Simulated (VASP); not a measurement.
A run of VASP 6.6.1 is set up as follows.

INCAR

```
ALGO = Normal
EDIFF = 1E-6
ENCUT = 520
GGA = PE
ISIF = 2
ISMEAR = -1
ISYM = 0
LASPH = T
LCHARG = T
LELF = T
LREAL = Auto
LVHAR = T
LWAVE = F
NBANDS = 81
NELM = 80
PREC = Accurate
SIGMA = 0.1336
```

Contents of KPOINTS:

```
Automatic mesh
0
Gamma
  1 1 1
  0.25 0.25 0.25
```

File POSCAR:

```
Cu5Si3
1.0
    6.0333080000     -0.0687010000      0.0339860000
   -0.0687010000      6.3113540000     -0.0708020000
    0.0339860000     -0.0708020000      5.9927160000
Cu Si
10 6
Direct
    0.5449379893      0.2550376026      0.5959691582
    0.7936532242      0.5594154265      0.3876023213
    0.6862347948      0.1271278702      0.9099315789
    0.7310568984      0.9119834327      0.5828500051
    0.0455340575      0.2307454463      0.6042620272
    0.5181124655      0.5945495035      0.7711723238
    0.3100642075      0.8917173525      0.7057026447
    0.4245054261      0.4109354510      0.0949712635
    0.1874212504      0.7267927874      0.0035385766
    0.3742075625      0.9729436436      0.3130324443
    0.0385447786      0.6238393529      0.6728613689
    0.6190290596      0.7484718285      0.1000643082
    0.9063495795      0.4326730885      0.9908463747
    0.1133157928      0.1289184836      1.0536323657
    0.3725175594      0.5644967347      0.3928476030
    0.8222361484      0.1788751428      0.3229556015
```

Potentials or basis: VASP PAW PBE potentials, release 64 (Cu, Si).

Command:

```bash
$ cat potpaw_PBE.64/Cu/POTCAR potpaw_PBE.64/Si/POTCAR > POTCAR
$ mpirun -np 1 vasp_std > vasp.out
```

(1) Estimate the largest force.

(2) Predict the pressure.

(3) What does it give for the band gap on the k mesh?

Results:

(1) 4.231 eV/Å.

(2) 3.1 GPa.

(3) 1.03 eV.

Caveat: the k points lie up to 1.05 Å⁻¹ apart.
